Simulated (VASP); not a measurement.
NaAl (CsCl type), 2 atoms in the cell. The structure is cubic, space group Pm-3m (No. 221). The conventional cell has a = 3.518 Å, b = 3.518 Å, c = 3.518 Å, α = 90.00°, β = 90.00°, γ = 90.00°. Within 4.0 Å of Na (site symmetry m-3m) lie 8 Al at 3.05 Å and 6 Na at 3.52 Å. Within 4.0 Å of Al (site symmetry m-3m) lie 8 Na at 3.05 Å and 6 Al at 3.52 Å. 

| Item | Value |
| --- | --- |
| Program | VASP 6.6.1 |
| Task | single point |
| Functional | LDA |
| Potentials or basis | VASP PAW LDA potentials, release 64 (Na_pv, Al) |
| Cutoff | 520 eV |
| k mesh | 11 × 11 × 11 |
| Occupations | fermi-dirac, width 0.05 eV |
| Spin | no spin polarisation |
| Dipole correction | no |
| Further INCAR settings | ALGO = Normal; EDIFF = 1e-06; NBANDS = 12 |

Potentials or basis: VASP PAW LDA potentials, release 64 (Na_pv, Al).

Command:

```bash
$ cat potpaw_LDA.64/Na_pv/POTCAR potpaw_LDA.64/Al/POTCAR > POTCAR
$ mpirun -np 1 vasp_std > vasp.out
```

Hardware: 1 thread of Intel(R) Xeon(R) Platinum 8259CL CPU @ 2.50GHz (Skylake/Cascade Lake) (shared host).

Q: Estimate the wall time of this run.

A: Run time: 18 s on 1 thread of Intel(R) Xeon(R) Platinum 8259CL CPU @ 2.50GHz (Skylake/Cascade Lake), on a shared host, peak memory 0.15 GiB. Counts: scf iterations 10, k points 56.
